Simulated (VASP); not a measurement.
Crystal: CsAg2.

```
Cs Ag
1.0
     5.63146    0.00000    0.00000
    -2.81573    4.87699    0.00000
     0.00000    0.00000    4.14036
Cs Ag
1 2
Direct
  0.00000 0.00000 0.50000
  0.33333 0.66667 0.00000
  0.66667 0.33333 0.00000
```

The cell was generated, and may not be a known phase.

```yaml
Program: VASP 6.6.1
Task: relaxation of cell and atoms
Functional: PBE
Potentials_or_basis: VASP PAW PBE potentials, release 64 (Cs_sv, Ag)
Cutoff: 600 eV
k_mesh: 6 × 6 × 4
Occupations: gaussian, width 0.1 eV
Spin: no spin polarisation
```

At the start: pressure -1.3 GPa; volume 37.90 Å³/atom.

How do energy, volume and symmetry change on relaxing?

Over 10 steps the energy falls by 174.5 meV/atom and the volume is 36.93 Å³/atom (-2.6 %); space group P6/mmm (No. 191, to 0.1 Å) before and after.

The path:
| step | energy change (eV) | largest force (eV/Å) | pressure (GPa) | volume (Å³) |
| --- | --- | --- | --- | --- |
| 1 | 0.0000 | 0.0000 | -1.25 | 113.71 |
| 2 | -0.0871 | 0.0000 | -0.72 | 108.86 |
| 3 | -0.1996 | 0.0000 | 2.39 | 94.60 |
| 4 | -0.2049 | 0.0000 | 1.51 | 97.33 |
| 5 | -0.2787 | 0.0000 | 1.58 | 98.11 |
| 6 | -0.4336 | 0.0000 | 2.06 | 99.41 |
| 7 | 0.0511 | 0.0000 | 6.11 | 97.74 |
| 8 | -0.4477 | 0.0000 | 2.35 | 99.51 |
| 9 | -0.5229 | 0.0000 | -0.13 | 111.87 |
| 10 | -0.5234 | 0.0000 | 0.03 | 110.78 |

Final structure:
```yaml
crystal:
  lattice:
    - [4.85145, 0.00000, 0.00000]
    - [-2.42573, 4.20148, 0.00000]
    - [0.00000, 0.00000, 5.43467]
  atoms:
    - { symbol: Cs, position: [0.00000, 0.00000, 0.50000] }
    - { symbol: Ag, position: [0.33333, 0.66667, 0.00000] }
    - { symbol: Ag, position: [0.66667, 0.33333, 0.00000] }
```

Caveat: the k points lie up to 0.29 Å⁻¹ apart in the final cell, too coarse for converged energies and pressures of a metal; a cell axis changed by over 15 % at a fixed basis, so the end point is rough.
